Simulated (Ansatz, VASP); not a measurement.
**AlN in VASP and in Ansatz**

File INCAR:

```
SYSTEM = AlN
PREC = Accurate
ENCUT = 600
EDIFF = 1E-7
ISMEAR = 0
SIGMA = 0.02
LREAL = .FALSE.
LASPH = .TRUE.
NELM = 120
ALGO = Normal
ISIF = 3
LWAVE = .FALSE.
LCHARG = .FALSE.
IBRION = 2
NSW = 100
EDIFFG = -0.002
GGA_COMPAT = .FALSE.
NELMIN = 4
```

Contents of KPOINTS:

```
regular mesh
0
G
  9 9 6
  0 0 0
```

File POSCAR:

```
AlN
1.0
    3.1120000000      0.0000000000      0.0000000000
   -1.5560000000      2.6950710566      0.0000000000
    0.0000000000      0.0000000000      4.9820000000
Al N
2 2
Direct
    0.3333333333      0.6666666667      0.0000000000
    0.6666666667      0.3333333333      0.5000000000
    0.3333333333      0.6666666667      0.5000000000
    0.6666666667      0.3333333333      1.0000000000
```

Input for Ansatz:

```yaml
crystal:
  lattice:
    - [3.112, 0.0, 0.0]
    - [-1.556, 2.6950710566, 0.0]
    - [0.0, 0.0, 4.982]
  atoms:
    - { symbol: Al, position: [0.3333333333, 0.6666666667, 0.0] }
    - { symbol: Al, position: [0.6666666667, 0.3333333333, 0.5] }
    - { symbol: "N", position: [0.3333333333, 0.6666666667, 0.5] }
    - { symbol: "N", position: [0.6666666667, 0.3333333333, 1.0] }
basis:
  ecutwfc: 420
kpoints:
  mp_grid: { grid: [9, 9, 6] }
hamiltonian:
  xc: lda
  pseudopotentials: { kind: paw, azcp: { folder: soft_1 } }
scf:
  occupations: { method: gaussian, width: 0.02 }
output:
  forces: true
  stress: true
  eigenvalues: true
relax:
  adjacent_minimum: "off"
  f_tol: 0.002
  max_steps: 80
  cell: { stress_tol: 0.02 }
```

Alike in both runs: task relaxation of cell and atoms; functional LDA; k mesh 9 × 9 × 6; occupations gaussian, width 0.02 eV; no spin polarisation.

```csv
,VASP,Ansatz
version,VASP 6.6.1,Ansatz 0.2.0
potentials or method,"VASP PAW LDA potentials, release 64 (Al, N), cutoff 600 eV","scalar-relativistic, plane waves, PAW"
valence electrons in the cell,16,16
```

|  | VASP | Ansatz | Ansatz less VASP |
| --- | --- | --- | --- |
| gap on the k mesh at the Fermi level, each at its own relaxed structure (eV) | 3.61 | 3.62 | +0.006 |
| relaxed volume (Å³/atom) | 9.55 | 9.53 | -0.024 |
| relaxed cell length with the largest relative difference (Å) | 3.279 | 3.276 | -0.0035 |

Ansatz warns that its potentials were made for another functional, while VASP's fit it. LDA's correlation is that of Perdew and Zunger in VASP and of Perdew and Wang (1992) in Ansatz.
